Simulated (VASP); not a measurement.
Write the native input for VASP 6.6.1 that does the following.

* Task: single point
* Functional: PBEsol
* Potentials or basis: VASP PAW PBE potentials, release 64 (Co)
* Cutoff: 520 eV
* k mesh: 30 × 30 × 16
* Occupations: gaussian, width 0.15 eV
* Spin: collinear spin, ferromagnetic start
* Starting moments: [1.8, 1.8] μB
* Dipole correction: no
* Further INCAR settings: ALGO = Fast; EDIFF = 1e-06; NBANDS = 20

The structure of Co lies in POSCAR:

```
Co
1.0
    2.5931608456      0.0000000000      0.0000000000
   -1.2965804228      2.2457431684      0.0000000000
    0.0000000000      0.0000000000      3.5618743366
Co
2
Direct
    0.6666666667      0.3333333333      0.2500000000
    0.3333333333      0.6666666667      0.7500000000
```

This cell differs from its parent crystal: ratio of the length along z to the lengths across it x 0.85, volume and fractional coordinates fixed.

The input as run:

INCAR

```
PREC     = Accurate       # precision mode
ENCUT    = 520            # plane-wave cutoff, eV
EDIFF    = 1E-6           # SCF threshold, eV
ISMEAR   = 0              # smearing method
SIGMA    = 0.15           # smearing width, eV
LREAL    = F              # projectors in reciprocal space
LASPH    = T              # aspherical terms in the spheres
NELM     = 150            # most SCF steps
ALGO     = Fast           # electronic algorithm
ISIF     = 2              # what is computed and relaxed
LWAVE    = F              # write WAVECAR
LCHARG   = F              # write CHGCAR
ISPIN    = 2              # spin polarisation
MAGMOM   = 1.8 1.8        # initial moments
LORBIT   = 11             # projections on sites
LMAXMIX  = 4              # l up to which the mixer works
GGA      = PS             # functional
NBANDS   = 20             # bands
```

KPOINTS

```
Automatic mesh
0
Gamma
  30 30 16
```

Potentials or basis: VASP PAW PBE potentials, release 64 (Co).

Command:

```console
$ cat potpaw_PBE.64/Co/POTCAR > POTCAR
$ mpirun -np 1 vasp_std > vasp.out
```

Results of the run:

| Property | Result |
| --- | --- |
| Pressure | 4.6 GPa |
| Net moment | 2.99 μB per cell |
| Site moments | Co +1.50 μB |
| Valence electrons inside the program's atomic spheres | Co 8.40 |

Caveat: the PAW data sets were made with another functional, which shifts forces and pressure a little.

Wall time 12 min on 1 thread of Intel(R) Xeon(R) Platinum 8259CL CPU @ 2.50GHz (Skylake/Cascade Lake), with other jobs on the host, peak memory 0.53 GiB.
